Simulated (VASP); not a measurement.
Write the native input for VASP 6.6.1 that does the following.

| Item | Value |
| --- | --- |
| Task | single point |
| Functional | PBE |
| Potentials or basis | VASP PAW PBE potentials, release 64 (In_d, As) |
| Cutoff | 520 eV |
| k mesh | 8 × 8 × 8 |
| Occupations | gaussian, width 0.018 eV |
| Spin | no spin polarisation |
| Dipole correction | no |
| Further INCAR settings | ALGO = Normal; EDIFF = 1e-07; NBANDS = 16 |

The structure of InAs lies in POSCAR:

```
InAs
1.0
    0.0000000000      3.0180000000      3.0180000000
    3.0180000000      0.0000000000      3.0180000000
    3.0180000000      3.0180000000      0.0000000000
In As
1 1
Direct
    0.0000000000      0.0000000000      0.0000000000
    0.7500000000      0.7500000000      0.7500000000
```

One way to write it, as run:

INCAR

```
ALGO = Normal
EDIFF = 1E-7
ENCUT = 520
GGA = PE
ISIF = 2
ISMEAR = 0
LASPH = True
LCHARG = True
LELF = True
LREAL = False
LVHAR = True
LWAVE = False
NBANDS = 16
NELM = 80
PREC = Accurate
SIGMA = 0.018000000000000002
```

KPOINTS

```
k-points
0
Gamma
  8 8 8
```

Potentials or basis: VASP PAW PBE potentials, release 64 (In_d, As).

Run with:

```console
$ cat potpaw_PBE.64/In_d/POTCAR potpaw_PBE.64/As/POTCAR > POTCAR
$ mpirun -np 1 vasp_std > vasp.out
```

It gave:

```yaml
Pressure: 4.4 GPa
Band_gap_on_the_k_mesh: zero (filled and empty bands touch)
```

Caveat: spin-orbit coupling is left out, which moves the levels of the heavy elements.

It took 21 s on 1 thread of Intel(R) Xeon(R) Platinum 8259CL CPU @ 2.50GHz (Skylake/Cascade Lake) (shared host), peak memory 0.18 GiB.
